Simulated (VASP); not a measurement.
BaZrO3: single point with PBE

Crystal: BaZrO3.

```
Ba Zr O
1.0
     4.22716    0.00000    0.00000
     0.00000    4.22716    0.00000
     0.00000    0.00000    4.22716
Ba Zr O
1 1 3
Direct
  0.00000 0.00000 0.00000
  0.50000 0.50000 0.50000
  0.50000 0.50000 0.00000
  0.50000 0.00000 0.50000
  0.00000 0.50000 0.50000
```

* Program: VASP 6.6.1
* Task: single point
* Functional: PBE
* Potentials or basis: VASP PAW PBE potentials, release 64 (Ba_sv, Zr_sv, O)
* Cutoff: 520 eV
* k mesh: 6 × 6 × 6
* Occupations: fermi-dirac, width 0.05 eV
* Spin: no spin polarisation

The pressure is 0.9 GPa and the band gap on the k mesh is 3.13 eV (least direct gap 3.38 eV).

Levels at points of the mesh, in eV from the valence-band top:
```tsv
k point	band 16	band 17	band 18	band 19	band 20	band 21	band 22	band 23	band 24	band 25
(0.00, 0.00, 0.00)	-0.95	-0.95	-0.25	-0.25	-0.25	3.13	3.13	3.13	4.62	4.62
(0.50, 0.00, 0.00)	-1.69	-1.69	-1.61	-0.49	-0.49	3.55	5.54	5.54	6.34	6.56
(0.50, 0.50, 0.00)	-2.32	-0.93	-0.93	-0.85	-0.07	5.52	5.52	6.31	6.34	7.51
(0.50, 0.50, 0.50)	-2.52	-2.52	0.00	0.00	0.00	5.88	5.88	5.88	6.78	6.78
```

Wall time 67 s on 1 thread of Intel Xeon 8259CL, with other jobs on the host, peak memory 0.2 GiB.

Caveat: spin-orbit coupling is left out, which moves the levels of the heavy elements. A k mesh can miss the band edges.
